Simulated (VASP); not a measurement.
Wanted: the native input for a VASP 6.6.1 run.

| Quantity | Value |
| --- | --- |
| Task | single point |
| Functional | LDA |
| Potentials or basis | VASP PAW LDA potentials, release 64 (N, Nb_sv, La) |
| Cutoff | 520 eV |
| k mesh | 4 × 4 × 4 |
| Occupations | fermi-dirac, width 0.0163 eV |
| Spin | no spin polarisation |
| Dipole correction | no |
| Further INCAR settings | ALGO = Normal; EDIFF = 1e-06; NBANDS = 56 |

The structure of LaNbN4 lies in POSCAR:

```
LaNbN4
1.0
   -0.2287974933      0.0000002208      5.1235602468
    5.2056982566      0.0000000031      0.1241925129
    2.4884503838      5.1785072064      2.6238761568
N Nb La
8 2 2
Direct
    0.1211654090      1.0038318069      0.5000127746
    0.8788218163      0.4961554185      0.5000127746
    0.8788345910     -0.0038318069      0.4999872254
    0.1211781837      0.5038445815      0.4999872254
   -0.0054182182      0.2373939709      0.0070768266
    0.4983413916      0.7555292025      0.0070768266
    1.0054182182      0.7626060291      0.9929231734
    0.5016586084      0.2444707975      0.9929231734
    0.1711502766      0.9211502766      0.1576994469
    0.8288497234      0.0788497234      0.8423005531
    0.6173984200      0.3673984200      0.2652031600
    0.3826015800      0.6326015800      0.7347968400
```

These files were run (other wordings do the same):

INCAR

```
PREC = Accurate
ENCUT = 520
EDIFF = 1E-6
ISMEAR = -1
SIGMA = 0.0163
LREAL = False
LASPH = True
NELM = 100
ALGO = Normal
ISIF = 2
LWAVE = False
LCHARG = True
GGA = CA
LELF = True
LVHAR = True
NBANDS = 56
```

KPOINTS

```
regular mesh
0
Gamma
  4 4 4
```

Potentials or basis: VASP PAW LDA potentials, release 64 (N, Nb_sv, La).

Launch:

```bash
$ cat potpaw_LDA.64/N/POTCAR potpaw_LDA.64/Nb_sv/POTCAR potpaw_LDA.64/La/POTCAR > POTCAR
$ mpirun -np 1 vasp_std > vasp.out
```

Results of the run:

```json
{
 "Pressure": "20.4 GPa",
 "Largest force": "0.426 eV/Å",
 "Band gap on the k mesh": "zero (bands 44 and 45 overlap by 0.31 eV)"
}
```

Caveat: the standard files for N, O and F lose accuracy on very short bonds; the cell stands under pressure; spin-orbit coupling is left out, which moves the levels of the heavy elements.

It took 2.2 min on 1 thread of AMD EPYC 9R45 96-Core Processor (Zen 5), on a shared host, peak memory 0.28 GiB.
